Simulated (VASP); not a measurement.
# Al15CuN16 (a cell with a defect) in VASP: settings compared

Al15CuN16 (a cell with a defect) is run at these levels: PBE, HSE06; tasks: single point.

Everything below comes from runs of VASP 6.6.1. Logs are shortened: lines on timing, memory, paths and dates and some standing lists are left out, and cuts for length are marked.

## (1) The cell of the first run

The cell holds a defect, 32 atoms: a = 6.260 Å, b = 6.260 Å, c = 10.035 Å, α = 90.00°, β = 90.00°, γ = 120.00°.

## (2) Single point, PBE

Input file INCAR:

```
SYSTEM = Al15CuN16
  PREC = Accurate
  ENCUT = 520
  EDIFF = 1E-6
  ISMEAR = -1
  SIGMA = 0.01
  LREAL = Auto
  LASPH = .True.
  NELM = 120
  ALGO = Normal
  ISIF = 2
  LWAVE = .False.
  LCHARG = .False.
  GGA = PE
  NBANDS = 90
  GGA_COMPAT = .False.
  ISYM = -1
```

Input file KPOINTS:

```
explicit points
1
Reciprocal
  0.25000000   0.25000000   0.25000000 1
```

Input file POSCAR:

```
Al15CuN16
1.0
    6.2595139128      0.0000000578      0.0000000000
   -3.1297570064      5.4208980350      0.0000000000
    0.0000000000      0.0000000000     10.0348065929
Al Cu N
15 1 16
Direct
    0.3343615722      0.1666512517      0.2499619382
    0.3349430987      0.1673215528      0.7498576890
    0.1672386248      0.3348073984      1.0003661571
    0.3365982574      0.6671859324      0.2509320426
    0.1656620452      0.8335480804      0.5019402422
    0.3366097283      0.6715929592      0.7505188460
    0.1671607662      0.8336840096      1.0005675624
    0.8337525336      0.1643937313      0.2511939297
    0.6681984502      0.3354064992      0.5017206189
    0.8314647646      0.1663218871      0.7501488076
    0.6672161238      0.3342570315      1.0006896276
    0.8351456119      0.6662138659      0.2508936754
    0.6688224075      0.8328657624      0.5020717205
    0.8344870579      0.6675837173      0.7514643806
    0.6680897898      0.8337791855      1.0003788131
    0.1620014137      0.3394254627      0.4988420708
    0.3373769383      0.1639078804      0.4389920584
    0.1687485706      0.3322549390      0.1904332078
    0.3322040262      0.1685105988      0.9403529678
    0.1684547855      0.3357779522      0.6969926417
    0.3450290123      0.6856072899      0.4399860707
    0.1694158741      0.8318110642      0.1900870568
    0.3336178935      0.6695125604      0.9405013910
    0.1684098580      0.8337977611      0.6912064937
    0.8156146515      0.1554865054      0.4396613191
    0.6696802852      0.3320050825      0.1902722611
    0.8325919041      0.1687643175      0.9405077314
    0.6685589803      0.3337402787      0.6911336125
    0.8337539554      0.6674667569      0.4405692423
    0.6700293195      0.8308354361      0.1892054558
    0.8331701820      0.6681217529      0.9407161738
    0.6696702336      0.8330840521      0.6918655516
```

Potentials or basis: VASP PAW PBE potentials, release 64 (Al, Cu, N).

Run with:

```sh
cat potpaw_PBE.64/Al/POTCAR potpaw_PBE.64/Cu/POTCAR potpaw_PBE.64/N/POTCAR > POTCAR
mpirun -np 1 vasp_std > vasp.out
```

OUTCAR:

```text
SYSTEM = Al15CuN16
   PREC = Accurate
   ENCUT = 520
   EDIFF = 1E-6
   ISMEAR = -1
   LREAL = Auto
   LASPH = .True.
   NELM = 120
   ISIF = 2
   GGA = PE
   ISYM = -1

 ion  position               nearest neighbor table
   1  0.334  0.167  0.250-  18 1.89  17 1.90  22 1.91  26 1.91  11 3.08   7 3.09   3 3.09   5 3.11
                             9 3.11   4 3.13   8 3.13  12 3.13  12 3.13   8 3.13   4 3.13
   2  0.335  0.167  0.750-  20 1.89  24 1.90  28 1.90  19 1.91   5 3.08   9 3.08  11 3.10   7 3.10
                             3 3.10   6 3.11  10 3.11  14 3.13  14 3.13  10 3.15   6 3.15
   3  0.167  0.335  0.000-  19 1.89  18 1.91  27 1.91  23 1.91   4 3.09   1 3.09   8 3.10  10 3.10
                             6 3.10   2 3.10   7 3.12  11 3.13  15 3.13  15 3.13  11 3.13   7 3.14
   4  0.337  0.667  0.251-  22 1.90  21 1.90  30 1.91  18 1.91  16 3.06  15 3.09   3 3.09  13 3.10
                             7 3.10   8 3.11   5 3.11  12 3.12   1 3.13   1 3.13  12 3.14   8 3.15
   5  0.166  0.834  0.502-  21 1.88  24 1.90  17 1.90  29 1.90   2 3.08   6 3.08  14 3.08  12 3.09
                             1 3.11  13 3.11   4 3.11   9 3.12   9 3.14  13 3.15
   6  0.337  0.672  0.751-  24 1.89  20 1.90  32 1.90  23 1.91  13 3.08   5 3.08  15 3.08   7 3.09
                            10 3.10   3 3.10   2 3.11  14 3.13  14 3.13   2 3.15  10 3.16
   7  0.167  0.834  0.001-  23 1.89  22 1.90  31 1.91  19 1.91  14 3.08   1 3.09   6 3.09  12 3.09
                             2 3.10   4 3.10   3 3.12  15 3.12  11 3.13  11 3.13  15 3.14   3 3.14
   8  0.834  0.164  0.251-  25 1.89  26 1.90  30 1.91  18 1.92  16 3.06  15 3.09  13 3.09   3 3.10
                            11 3.11   9 3.11   4 3.11  12 3.12   1 3.13   1 3.13  12 3.14   4 3.15
   9  0.668  0.335  0.502-  25 1.88  28 1.90  17 1.90  29 1.90  10 3.08   2 3.08  16 3.08  14 3.09
                            12 3.09   8 3.11   1 3.11  13 3.11   5 3.12   5 3.14  13 3.15
  10  0.831  0.166  0.750-  28 1.89  32 1.90  20 1.90  27 1.91   9 3.08  13 3.08  15 3.09  11 3.09
                             6 3.10   3 3.10   2 3.11  14 3.13  14 3.13   2 3.15   6 3.16
  11  0.667  0.334  0.001-  27 1.89  26 1.90  31 1.91  19 1.91   1 3.08  14 3.09  12 3.09  10 3.09
                             2 3.10   8 3.11  15 3.12   7 3.13   3 3.13   3 3.13   7 3.13  15 3.14
  12  0.835  0.666  0.251-  30 1.89  29 1.90  26 1.91  22 1.91  11 3.09   7 3.09   9 3.09   5 3.09
                            15 3.10  13 3.10   8 3.12   4 3.12   1 3.13   1 3.13   4 3.14   8 3.14
  13  0.669  0.833  0.502-  25 1.86  21 1.86  29 1.89  32 1.90   6 3.08  10 3.08  14 3.08   8 3.09
                             4 3.10  12 3.10   5 3.11   9 3.11   9 3.15   5 3.15
  14  0.834  0.668  0.751-  32 1.89  31 1.90  28 1.91  24 1.91  13 3.08  15 3.08   5 3.08   7 3.08
                            11 3.09   9 3.09  10 3.13   6 3.13   2 3.13   2 3.13   6 3.13  10 3.13
  15  0.668  0.834  0.000-  31 1.89  30 1.90  23 1.91  27 1.91  14 3.08   6 3.08   8 3.09   4 3.09
                            10 3.09  12 3.10  11 3.12   7 3.12   3 3.13   3 3.13   7 3.14  11 3.14
  16  0.162  0.339  0.499-  21 1.97  25 1.97  20 1.99  17 1.99   8 3.06   4 3.06   9 3.08
  17  0.337  0.164  0.439-   1 1.90   5 1.90   9 1.90  16 1.99
  18  0.169  0.332  0.190-   1 1.89   3 1.91   4 1.91   8 1.92
  19  0.332  0.169  0.940-   3 1.89   2 1.91   7 1.91  11 1.91
  20  0.168  0.336  0.697-   2 1.89   6 1.90  10 1.90  16 1.99
  21  0.345  0.686  0.440-  13 1.86   5 1.88   4 1.90  16 1.97
  22  0.169  0.832  0.190-   4 1.90   7 1.90  12 1.91   1 1.91
[... 8 lines left out ...]
  31  0.833  0.668  0.941-  15 1.89  14 1.90  11 1.91   7 1.91
  32  0.670  0.833  0.692-  14 1.89  10 1.90   6 1.90  13 1.90

IMPORTANT INFORMATION: All symmetrisations will be switched off!
NOSYMM: (Re-)initialisation of all symmetry stuff for point group C_1.

----------------------------------------------------------------------------------------

                                     Primitive cell

  volume of cell :     340.5029

  direct lattice vectors                    reciprocal lattice vectors
     6.259513913  0.000000058  0.000000000     0.159756813  0.092235641  0.000000000
    -3.129757006  5.420898035  0.000000000    -0.000000002  0.184471279  0.000000000
     0.000000000  0.000000000 10.034806593     0.000000000  0.000000000  0.099653141

  length of vectors
     6.259513913  6.259513913 10.034806593     0.184471279  0.184471279  0.099653141

  position of ions in fractional coordinates (direct lattice)
     0.334361572  0.166651252  0.249961938
     0.334943099  0.167321553  0.749857689
     0.167238625  0.334807398  0.000366157
     0.336598257  0.667185932  0.250932043
     0.165662045  0.833548080  0.501940242
     0.336609728  0.671592959  0.750518846
[... 24 lines left out ...]
     0.833170182  0.668121753  0.940716174
     0.669670234  0.833084052  0.691865552

  ion indices of the primitive-cell ions
   primitive index   ion index
                 1           1
                 2           2
                 3           3
                 4           4
                 5           5
                 6           6
[... 24 lines left out ...]
                31          31
                32          32

----------------------------------------------------------------------------------------

 KPOINTS: explicit points

Read explicit list of k-points.

 Found      1 k-points:

 Following reciprocal coordinates:
            Coordinates               Weight
  0.250000  0.250000  0.250000      1.000000
   k-points           NKPTS =      1   k-points in BZ     NKDIM =      1   number of bands    NBANDS=     90
   number of dos      NEDOS =    301   number of ions     NIONS =     32
   total plane-waves  NPLWV = 184320
   dimension x,y,z NGX =    48 NGY =   48 NGZ =   80
   dimension x,y,z NGXF=    96 NGYF=   96 NGZF=  160
   ions per type =              15   1  16
   NGX,Y,Z   is equivalent  to a cutoff of  12.75, 12.75, 13.25 a.u.
   NGXF,Y,Z  is equivalent  to a cutoff of  25.50, 25.50, 26.51 a.u.
 SYSTEM =  Al15CuN16
   PREC   = accura    normal or accurate (medium, high low for compatibility)
   ISTART =      0    job   : 0-new  1-cont  2-samecut
   ICHARG =      2    charge: 1-file 2-atom 10-const
   ISPIN  =      1    spin polarized calculation?
   LNONCOLLINEAR =      F non collinear calculations
   LSORBIT =      F    spin-orbit coupling
   LASPH  =      T    aspherical Exc in radial PAW
   ENCUT  =  520.0 eV  38.22 Ry    6.18 a.u.  11.64 11.64 18.66*2*pi/ulx,y,z
   NELM   =    120;   NELMIN=  2; NELMDL= -5     # of ELM steps
   EDIFF  = 0.1E-05   stopping-criterion for ELM
   LREAL  =      T    real-space projection
   EDIFFG = 0.1E-04   stopping-criterion for IOM
   NSW    =      0    number of steps for IOM
   IBRION =     -1    ionic relax: 0-MD 1-quasi-New 2-CG
   NFREE  =      0    steps in history (QN), initial steepest desc. (CG)
   ISIF   =      2    stress and relaxation
   ISYM   =     -1    0-nonsym 1-usesym 2-fastsym
   POTIM  = 0.5000    time-step for ionic-motion
   TEBEG  =    0.0;   TEEND  =   0.0 temperature during run
   PSTRESS=    0.0 pullay stress
   NELECT =     136.0000    total number of electrons
   NUPDOWN=      -1.0000    fix difference up-down
   EMIN   =  10.00;   EMAX   =-10.00  energy-range for DOS
   EFERMI =   0.00;   METHOD = LEGACY
   ISMEAR =    -1;   SIGMA  =   0.01  broadening in eV -4-tet -1-fermi 0-gaus
   EFERMI_NEDOS =   21; number of points for ismear=-14 and -15
   IALGO  =     38    algorithm
   IMIX   =      4    mixing-type and parameters
     AMIX     =   0.40;   BMIX     =  1.00
     AMIX_MAG =   1.60;   BMIX_MAG =  1.00
  volume/ion in A,a.u.               =      10.64        71.81
  Fermi-wavevector in a.u.,A,eV,Ry     =   1.205630  2.278311 19.776675  1.453545
  Thomas-Fermi vector in A             =   2.341321
   LORBIT       =      0    0 simple, 1 ext, 2 COOP (PROOUT), +10 PAW based schemes
   GGA     = PE    functional components
   LHFCALC =     F    Hartree Fock is set to
   AEXX    =    0.0000 exact exchange contribution
   IVDW    =     0    specifies the selected vdW correction
   LEPSILON=     F    determine dielectric tensor
   LRPA    =     F    only Hartree local field effects (RPA)
 non-spin polarized calculation
  energy-cutoff  :      520.00
  volume of cell :      340.50
 maximum number of plane-waves:      9148
 NGX is ok and might be reduce to    48
   NGX = 23   NGY = 23   NGZ = 37

 number of electron     135.9999993 magnetization

 Free energy of the ion-electron system (eV)
  ---------------------------------------------------
  ext. energy  EPLUGINS =         0.00000000
  ---------------------------------------------------
  free energy    TOTEN  =      -234.81806592 eV

  energy without entropy =     -234.79069527  energy(sigma->0) =     -234.80438059

 E-fermi :   6.4007     XC(G=0): -10.8955

 val. band max:        6.3980394921   @ k =   0.2500   0.2500   0.2500
 cond. band min:       6.4033942488   @ k =   0.2500   0.2500   0.2500
 fundamental gap:      0.0053547567
 Fermi energy:         6.4007168704

 k-point     1 :       0.2500    0.2500    0.2500
  band No.  band energies     occupation
      1      -8.6659      2.00000
      2      -8.2563      2.00000
      3      -8.0620      2.00000
      4      -8.0136      2.00000
      5      -7.7236      2.00000
      6      -7.6716      2.00000
[... 72 lines left out ...]
     79      12.7695      0.00000
     80      12.9566      0.00000
 [bands above 80 left out]

------------------------ aborting loop because EDIFF is reached ----------------------------------------

  FORCE on cell =-STRESS in cart. coord.  units (eV):
  Direction    XX          YY          ZZ          XY          YZ          ZX
  --------------------------------------------------------------------------------------
  -------------------------------------------------------------------------------------
  Total        2.8601136     -4.6690255      6.6318436     -6.6407733      1.1437741     -0.4445502
  in kB       13.4577669    -21.9692875     31.2049868    -31.2470039      5.3818302     -2.0917536
  external PRESSURE =       7.5644888 kB  Pullay stress =       0.0000000 kB

 VOLUME and BASIS-vectors are now :
 -----------------------------------------------------------------------------
  energy-cutoff  :      520.00
  volume of cell :      340.50
      direct lattice vectors                 reciprocal lattice vectors
     6.259513913  0.000000058  0.000000000     0.159756813  0.092235641  0.000000000
    -3.129757006  5.420898035  0.000000000    -0.000000002  0.184471279  0.000000000
     0.000000000  0.000000000 10.034806593     0.000000000  0.000000000  0.099653141

 POSITION                                       TOTAL-FORCE (eV/Angst)
 -----------------------------------------------------------------------------------
      1.57136      0.90340      2.50832         0.002155     -0.000221      0.023375
      1.57291      0.90703      7.52468         0.000907      0.001564     -0.006708
     -0.00103      1.81496      0.00367        -0.001562      0.004887     -0.001047
      0.01881      3.61675      2.51805        -0.000316     -0.003469     -0.004303
     -1.57184      4.51858      5.03687        -0.007450      0.015350      0.000119
      0.00509      3.64064      7.53131        -0.004001     -0.002049      0.001788
[... 24 lines left out ...]
      3.12418      3.62182      9.43990        -0.001553     -0.000732     -0.001030
      1.58446      4.51606      6.94274        -0.003129     -0.002337     -0.006232
 -----------------------------------------------------------------------------------
    total drift:                                0.000333      0.013903      0.016572

  FREE ENERGIE OF THE ION-ELECTRON SYSTEM (eV)
  ---------------------------------------------------
  free  energy   TOTEN  =      -234.8180659224 eV

  energy  without entropy=     -234.7906952668  energy(sigma->0) =     -234.80438059
```

It took 3.8 min on 1 thread of AMD EPYC 7R43 (Zen 3), shared host; peak memory 0.39 GiB.

Results:

```
Free energy   : -234.8181 eV
Pressure      : 0.8 GPa
Largest force : 0.058 eV/Å
```

Forces on the atoms (eV/Å):
```
Al   0.002  0.000  0.023
Al   0.001  0.002 -0.007
Al  -0.002  0.005 -0.001
Al   0.000 -0.003 -0.004
Al  -0.007  0.015  0.000
Al  -0.004 -0.002  0.002
Al   0.001  0.001  0.000
Al   0.006  0.006 -0.005
Al  -0.014 -0.006  0.000
Al   0.006  0.007 -0.001
Al  -0.001  0.002 -0.003
Al   0.003 -0.002  0.004
Al   0.017 -0.005  0.012
Al   0.003  0.000 -0.002
Al   0.001  0.000 -0.002
Cu  -0.015 -0.007 -0.016
N    0.044 -0.030 -0.024
N   -0.002  0.001  0.000
N    0.002  0.001 -0.003
N   -0.009 -0.001  0.046
N   -0.004  0.039 -0.008
N    0.001 -0.001 -0.002
N    0.001 -0.001  0.002
N    0.001 -0.002  0.000
N   -0.026 -0.014 -0.004
N    0.000 -0.001  0.001
N    0.000  0.000  0.002
N    0.000 -0.001 -0.002
N   -0.001  0.001 -0.001
N   -0.001  0.000  0.001
N   -0.002 -0.001 -0.001
N   -0.003 -0.002 -0.006
```

Levels at points of the mesh, in eV from the Fermi level:
```csv
k point,band 65,band 66,band 67,band 68,band 69,band 70,band 71,band 72
"(0.25, 0.25, 0.25)",-1.08,-0.96,-0.47,0.00,0.00,5.00,5.42,5.62
```

## (3) Single point, PBE

Input file INCAR:

```
PREC = Accurate
ENCUT = 520
EDIFF = 1E-6
ISMEAR = -1
SIGMA = 0.01
LREAL = Auto
LASPH = T
NELM = 120
ALGO = Normal
ISIF = 2
LWAVE = F
LCHARG = T
GGA = PE
LELF = T
LVHAR = T
NBANDS = 90
GGA_COMPAT = F
ISYM = -1
```

KPOINTS is that of step 2.

POSCAR is that of step 2.

Potentials or basis: VASP PAW PBE potentials, release 64 (Al, Cu, N).

Run with:

```sh
cat potpaw_PBE.64/Al/POTCAR potpaw_PBE.64/Cu/POTCAR potpaw_PBE.64/N/POTCAR > POTCAR
mpirun -np 1 vasp_std > vasp.out
```

Run time: 4.3 min. Hardware: 1 thread of AMD EPYC 7R43 (Zen 3), shared host; peak memory 0.39 GiB.

It converged, with:

```yaml
Free_energy: -234.8181 eV
Pressure: 0.8 GPa
Largest_force: 0.058 eV/Å
```

Forces on the atoms (eV/Å):
```
Al   0.002  0.000  0.023
Al   0.001  0.002 -0.007
Al  -0.002  0.005 -0.001
Al   0.000 -0.003 -0.004
Al  -0.007  0.015  0.000
Al  -0.004 -0.002  0.002
Al   0.001  0.001  0.000
Al   0.006  0.006 -0.005
Al  -0.014 -0.006  0.000
Al   0.006  0.007 -0.001
Al  -0.001  0.002 -0.003
Al   0.003 -0.002  0.004
Al   0.017 -0.005  0.012
Al   0.003  0.000 -0.002
Al   0.001  0.000 -0.002
Cu  -0.015 -0.007 -0.016
N    0.044 -0.030 -0.024
N   -0.002  0.001  0.000
N    0.002  0.001 -0.003
N   -0.009 -0.001  0.046
N   -0.004  0.039 -0.008
N    0.001 -0.001 -0.002
N    0.001 -0.001  0.002
N    0.001 -0.002  0.000
N   -0.026 -0.014 -0.004
N    0.000 -0.001  0.001
N    0.000  0.000  0.002
N    0.000 -0.001 -0.002
N   -0.001  0.001 -0.001
N   -0.001  0.000  0.001
N   -0.002 -0.001 -0.001
N   -0.003 -0.002 -0.006
```

Stress tensor (GPa, compression positive):
```
 1.35 -3.12 -0.21
-3.12 -2.20  0.54
-0.21  0.54  3.12
```

Levels at points of the mesh, in eV from the Fermi level:
| k point | band 65 | band 66 | band 67 | band 68 | band 69 | band 70 | band 71 | band 72 |
| --- | --- | --- | --- | --- | --- | --- | --- | --- |
| (0.25, 0.25, 0.25) | -1.08 | -0.96 | -0.47 | 0.00 | 0.00 | 5.00 | 5.42 | 5.62 |

(Part 1 of 2 ends here.)
